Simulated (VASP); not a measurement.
GaN, 4 atoms in the cell. Symmetry: P6_3mc, No. 186, hexagonal system. The conventional cell has a = 3.182 Å, b = 3.182 Å, c = 5.185 Å, α = 90.00°, β = 90.00°, γ = 120.00°. Ga (site symmetry 3m) has 4 N at 1.95 Å within 2.6 Å. N (site symmetry 3m) has 4 Ga at 1.95 Å within 2.6 Å. 

* Program: VASP 6.6.1
* Task: single point
* Functional: PBEsol
* Potentials or basis: VASP PAW PBE potentials, release 64 (Ga_d, N)
* Cutoff: 520 eV
* k mesh: 10 × 10 × 5
* Occupations: fermi-dirac, width 0.05 eV
* Spin: no spin polarisation
* Dipole correction: no
* Further INCAR settings: ALGO = Normal; EDIFF = 1e-07; NBANDS = 26

Potentials or basis: VASP PAW PBE potentials, release 64 (Ga_d, N).

Command:

```sh
$ cat potpaw_PBE.64/Ga_d/POTCAR potpaw_PBE.64/N/POTCAR > POTCAR
$ mpirun -np 1 vasp_std > vasp.out
```

Hardware: 1 thread of AMD EPYC 9R45 96-Core Processor (Zen 5), on a shared host.

Q: How long does it take, and how much memory?

A: Wall time 37 s on 1 thread of AMD EPYC 9R45 96-Core Processor (Zen 5) (shared host), peak memory 0.15 GiB. Counts: scf iterations 18, k points 42.
